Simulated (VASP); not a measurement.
# InGaN (P4/mmm) in VASP: notebook

InGaN is run at these levels: PBE; tasks: single point.

Program: VASP 6.6.1. These are calculated values, not measurements. Logs are shortened: lines on timing, memory, paths and dates and some standing lists are left out, and cuts for length are marked.

## 1. The cell of the first run

The structure is tetragonal, space group P4/mmm (No. 123). The conventional cell has a = 2.931 Å, b = 2.931 Å, c = 5.952 Å, α = 90.00°, β = 90.00°, γ = 90.00°. In (site symmetry 4/mmm) has 4 In at 2.93 Å and 2 N at 2.98 Å and 8 Ga at 3.63 Å within 3.9 Å. Within 2.7 Å of Ga (site symmetry 4/mmm) lie 4 N at 2.07 Å. N (site symmetry 4/mmm) has 4 Ga at 2.07 Å within 2.7 Å.

## 2. Single point, PBE

File INCAR:

```
SYSTEM = InGaN
PREC = Accurate
ENCUT = 520
EDIFF = 1E-6
ISMEAR = 0
SIGMA = 0.1
LREAL = .FALSE.
LASPH = .TRUE.
NELM = 80
ALGO = Normal
ISIF = 2
LWAVE = .FALSE.
LCHARG = .FALSE.
GGA = PE
NBANDS = 22
```

File KPOINTS:

```
Automatic mesh
0
G
  4 4 6
  0 0 0
```

File POSCAR:

```
InGaN
1.0
    2.9309422588      0.0000000000      0.0000000000
    0.0000000000      2.9309422588      0.0000000000
    0.0000000000      0.0000000000      5.9516524959
In Ga N
1 1 1
Direct
    0.0000000000      0.0000000000      0.5000000000
    0.5000000000      0.5000000000      0.0000000000
    0.0000000000      0.0000000000      0.0000000000
```

Potentials or basis: VASP PAW PBE potentials, release 64 (In_d, Ga_d, N).

Started as:

```sh
> cat potpaw_PBE.64/In_d/POTCAR potpaw_PBE.64/Ga_d/POTCAR potpaw_PBE.64/N/POTCAR > POTCAR
> mpirun -np 1 vasp_std > vasp.out
```

OUTCAR:

```text
SYSTEM = InGaN
   PREC = Accurate
   ENCUT = 520
   EDIFF = 1E-6
   ISMEAR = 0
   LREAL = .FALSE.
   LASPH = .TRUE.
   NELM = 80
   ISIF = 2
   GGA = PE

 ion  position               nearest neighbor table
   1  0.000  0.000  0.500-
   2  0.500  0.500  0.000-   3 2.07   3 2.07   3 2.07   3 2.07
   3  0.000  0.000  0.000-   2 2.07   2 2.07   2 2.07   2 2.07

  LATTYP: Found a simple tetragonal cell.
 ALAT       =     2.9309422588
 C/A-ratio  =     2.0306276857

  Lattice vectors:

 A1 = (   2.9309422588,   0.0000000000,   0.0000000000)
 A2 = (   0.0000000000,   2.9309422588,   0.0000000000)
 A3 = (   0.0000000000,   0.0000000000,   5.9516524959)

Analysis of symmetry for initial positions (statically):
=====================================================================
 Subroutine PRICEL returns:
 Original cell was already a primitive cell.

 Routine SETGRP: Setting up the symmetry group for a
 simple tetragonal supercell.

 Subroutine GETGRP returns: Found 16 space group operations
 (whereof 16 operations were pure point group operations)
 out of a pool of 16 trial point group operations.

The static configuration has the point symmetry D_4h.

Analysis of symmetry for dynamics (positions and initial velocities):
=====================================================================
 Subroutine PRICEL returns:
 Original cell was already a primitive cell.

 Routine SETGRP: Setting up the symmetry group for a
 simple tetragonal supercell.

 Subroutine GETGRP returns: Found 16 space group operations
 (whereof 16 operations were pure point group operations)
 out of a pool of 16 trial point group operations.

The dynamic configuration has the point symmetry D_4h.

 Subroutine INISYM returns: Found 16 space group operations
 (whereof 16 operations are pure point group operations),
 and found     1 'primitive' translations

----------------------------------------------------------------------------------------

                                     Primitive cell

  volume of cell :      51.1272

  direct lattice vectors                    reciprocal lattice vectors
     2.930942259  0.000000000  0.000000000     0.341187206  0.000000000  0.000000000
     0.000000000  2.930942259  0.000000000     0.000000000  0.341187206  0.000000000
     0.000000000  0.000000000  5.951652496     0.000000000  0.000000000  0.168020562

  length of vectors
     2.930942259  2.930942259  5.951652496     0.341187206  0.341187206  0.168020562
[... 80 lines left out ...]
   ENCUT  =  520.0 eV  38.22 Ry    6.18 a.u.   5.45  5.45 11.07*2*pi/ulx,y,z
   NELM   =     80;   NELMIN=  2; NELMDL= -5     # of ELM steps
   EDIFF  = 0.1E-05   stopping-criterion for ELM
   LREAL  =      F    real-space projection
   EDIFFG = 0.1E-04   stopping-criterion for IOM
   NSW    =      0    number of steps for IOM
   IBRION =     -1    ionic relax: 0-MD 1-quasi-New 2-CG
   NFREE  =      0    steps in history (QN), initial steepest desc. (CG)
   ISIF   =      2    stress and relaxation
   ISYM   =      2    0-nonsym 1-usesym 2-fastsym
   POTIM  = 0.5000    time-step for ionic-motion
   TEBEG  =    0.0;   TEEND  =   0.0 temperature during run
   PSTRESS=    0.0 pullay stress
   NELECT =      31.0000    total number of electrons
   NUPDOWN=      -1.0000    fix difference up-down
   EMIN   =  10.00;   EMAX   =-10.00  energy-range for DOS
   EFERMI =   0.00;   METHOD = LEGACY
   ISMEAR =     0;   SIGMA  =   0.10  broadening in eV -4-tet -1-fermi 0-gaus
   EFERMI_NEDOS =   21; number of points for ismear=-14 and -15
   IALGO  =     38    algorithm
   IMIX   =      4    mixing-type and parameters
     AMIX     =   0.40;   BMIX     =  1.00
     AMIX_MAG =   1.60;   BMIX_MAG =  1.00
  volume/ion in A,a.u.               =      17.04       115.01
  Fermi-wavevector in a.u.,A,eV,Ry     =   1.385622  2.618445 26.122474  1.919948
  Thomas-Fermi vector in A             =   2.510015
   LORBIT       =      0    0 simple, 1 ext, 2 COOP (PROOUT), +10 PAW based schemes
   GGA     = PE    functional components
   LHFCALC =     F    Hartree Fock is set to
   AEXX    =    0.0000 exact exchange contribution
   IVDW    =     0    specifies the selected vdW correction
   LEPSILON=     F    determine dielectric tensor
   LRPA    =     F    only Hartree local field effects (RPA)
 non-spin polarized calculation
 Gauss-broadening in eV      SIGMA  =   0.10
  energy-cutoff  :      520.00
  volume of cell :       51.13
 maximum number of plane-waves:      1407
 NGX is ok and might be reduce to    24
   NGX = 11   NGY = 11   NGZ = 23

 number of electron      30.9999982 magnetization

 Free energy of the ion-electron system (eV)
  ---------------------------------------------------
  ext. energy  EPLUGINS =         0.00000000
  ---------------------------------------------------
  free energy    TOTEN  =       -13.05648113 eV

  energy without entropy =      -13.05360533  energy(sigma->0) =      -13.05504323

 E-fermi :   7.0799     XC(G=0): -10.7648

 val. band max:        7.0641100267   @ k =   0.5000   0.5000   0.5000
 cond. band min:       7.1388268554   @ k =   0.5000   0.5000   0.3333
 fundamental gap:      0.0747168287
 Fermi energy:         7.0799059393

 k-point     1 :       0.0000    0.0000    0.0000
  band No.  band energies     occupation
      1     -10.0111      2.00000
      2      -8.4344      2.00000
      3      -8.3710      2.00000
      4      -8.2816      2.00000
      5      -8.2816      2.00000
      6      -8.1371      2.00000
[... 589 lines left out ...]
     21      15.3195      0.00000
     22      15.3275      0.00000

------------------------ aborting loop because EDIFF is reached ----------------------------------------

  FORCE on cell =-STRESS in cart. coord.  units (eV):
  Direction    XX          YY          ZZ          XY          YZ          ZX
  --------------------------------------------------------------------------------------
  -------------------------------------------------------------------------------------
  Total        0.0972613      0.0972613      0.0628276      0.0000000      0.0000000      0.0000000
  in kB        3.0478854      3.0478854      1.9688325      0.0000000      0.0000000      0.0000000
  external PRESSURE =       2.6882011 kB  Pullay stress =       0.0000000 kB

 VOLUME and BASIS-vectors are now :
 -----------------------------------------------------------------------------
  energy-cutoff  :      520.00
  volume of cell :       51.13
      direct lattice vectors                 reciprocal lattice vectors
     2.930942259  0.000000000  0.000000000     0.341187206  0.000000000  0.000000000
     0.000000000  2.930942259  0.000000000     0.000000000  0.341187206  0.000000000
     0.000000000  0.000000000  5.951652496     0.000000000  0.000000000  0.168020562

 POSITION                                       TOTAL-FORCE (eV/Angst)
 -----------------------------------------------------------------------------------
      0.00000      0.00000      2.97583         0.000000      0.000000      0.000000
      1.46547      1.46547      0.00000         0.000000      0.000000      0.000000
      0.00000      0.00000      0.00000         0.000000      0.000000      0.000000
 -----------------------------------------------------------------------------------
    total drift:                                0.000000     -0.000000     -0.000000

  FREE ENERGIE OF THE ION-ELECTRON SYSTEM (eV)
  ---------------------------------------------------
  free  energy   TOTEN  =       -13.0564811285 eV

  energy  without entropy=      -13.0536053304  energy(sigma->0) =      -13.05504323
```

Wall time 23 s (1 thread of Intel Xeon 6975P-C (Granite Rapids), shared host); peak memory 0.18 GiB.

Results:

```
Free energy : -13.0565 eV
Pressure    : 0.3 GPa
```

Caveat: the k points lie up to 0.54 Å⁻¹ apart; spin-orbit coupling is left out, which moves the levels of the heavy elements.

## 3. Single point, PBE

This run uses another cell than the first one, of 20.21 Å³/atom, 1.186 times its volume.

File INCAR:

```
  ALGO = Normal
  EDIFF = 1E-6
  ENCUT = 520
  GGA = PE
  ISIF = 2
  ISMEAR = 0
  LASPH = True
  LCHARG = True
  LELF = True
  LREAL = False
  LVHAR = True
  LWAVE = False
  NBANDS = 22
  NELM = 100
  PREC = Accurate
  SIGMA = 0.1
```

File KPOINTS:

```
k-points
0
Gamma
  4 4 6
```

File POSCAR:

```
InGaN
1.0
    4.0760187700      0.0000000000      0.0000000000
    0.0000000000      4.0760187700      0.0000000000
    0.0000000000      0.0000000000      3.6488622200
In Ga N
1 1 1
Direct
    0.0000000000      0.0000000000      0.5000000000
    0.5000000000      0.5000000000      0.0000000000
    0.0000000000      0.0000000000      0.0000000000
```

Potentials or basis: VASP PAW PBE potentials, release 64 (In_d, Ga_d, N).

Started as:

```sh
> cat potpaw_PBE.64/In_d/POTCAR potpaw_PBE.64/Ga_d/POTCAR potpaw_PBE.64/N/POTCAR > POTCAR
> mpirun -np 1 vasp_std > vasp.out
```

Wall time 34 s (1 thread of Intel Xeon 6975P-C (Granite Rapids), shared host); peak memory 0.18 GiB.

It converged, with:

```
Free energy : -10.4723 eV
Pressure    : 12.2 GPa
```

Stress tensor (GPa, compression positive):
```
-0.34  0.00  0.00
 0.00 -0.34  0.00
 0.00  0.00 37.35
```

Levels at points of the mesh, in eV from the Fermi level:
| k point | band 11 | band 12 | band 13 | band 14 | band 15 | band 16 | band 17 | band 18 | band 19 | band 20 |
| --- | --- | --- | --- | --- | --- | --- | --- | --- | --- | --- |
| (0.00, 0.00, 0.00) | -12.25 | -5.32 | -4.98 | -3.55 | -3.55 | 1.06 | 3.70 | 3.70 | 4.38 | 4.42 |
| (0.50, 0.00, 0.00) | -11.85 | -7.08 | -4.87 | -3.08 | -1.21 | -1.05 | 2.87 | 3.94 | 3.98 | 4.65 |
| (0.50, 0.50, 0.00) | -11.57 | -4.99 | -4.99 | -4.93 | -4.81 | 1.64 | 2.06 | 2.06 | 5.32 | 7.75 |
| (0.00, 0.00, 0.50) | -14.36 | -7.68 | -4.15 | -1.88 | -1.88 | 0.32 | 3.48 | 3.48 | 5.50 | 5.50 |
| (0.50, 0.00, 0.50) | -14.47 | -6.86 | -5.04 | -2.40 | -1.52 | 0.01 | 1.58 | 4.02 | 4.22 | 4.57 |
| (0.50, 0.50, 0.50) | -14.21 | -6.35 | -3.57 | -2.90 | -2.90 | -0.04 | 0.22 | 0.22 | 4.39 | 4.39 |

Caveat: the k points lie up to 0.39 Å⁻¹ apart; spin-orbit coupling is left out, which moves the levels of the heavy elements.
